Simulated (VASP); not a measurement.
Here is a VASP 6.6.1 calculation.

The input INCAR:

```
SYSTEM = LuH2
PREC = Accurate
ENCUT = 520
EDIFF = 1E-8
ISMEAR = -1
SIGMA = 0.15
LREAL = .FALSE.
LASPH = .TRUE.
NELM = 100
ALGO = Normal
ISIF = 2
LWAVE = .FALSE.
LCHARG = .FALSE.
GGA = PS
NBANDS = 20
IBRION = 8
NSW = 1
```

File KPOINTS:

```
Automatic mesh
0
G
  14 14 14
  0 0 0
```

File POSCAR:

```
LuH2
1.0
    0.0000000000      2.4629311040      2.4629311040
    2.4629311040      0.0000000000      2.4629311040
    2.4629311040      2.4629311040      0.0000000000
Lu H
1 2
Direct
    0.0000000000      0.0000000000      0.0000000000
    0.2500000000      0.2500000000      0.2500000000
    0.7500000000      0.7500000000      0.7500000000
```

Potentials or basis: VASP PAW PBE potentials, release 64 (Lu, H).

Launch:

```sh
$ cat potpaw_PBE.64/Lu/POTCAR potpaw_PBE.64/H/POTCAR > POTCAR
$ mpirun -np 1 vasp_std > vasp.out
```

(1) What does it give for the highest phonon frequency at Γ, LO-TO splitting left out?

## Answers

(1) 1237 cm⁻¹.

Caveat: the cell differs from its parent crystal (phonons at volume x 0.98); the cell wasn't relaxed at this level first, which shifts response properties.
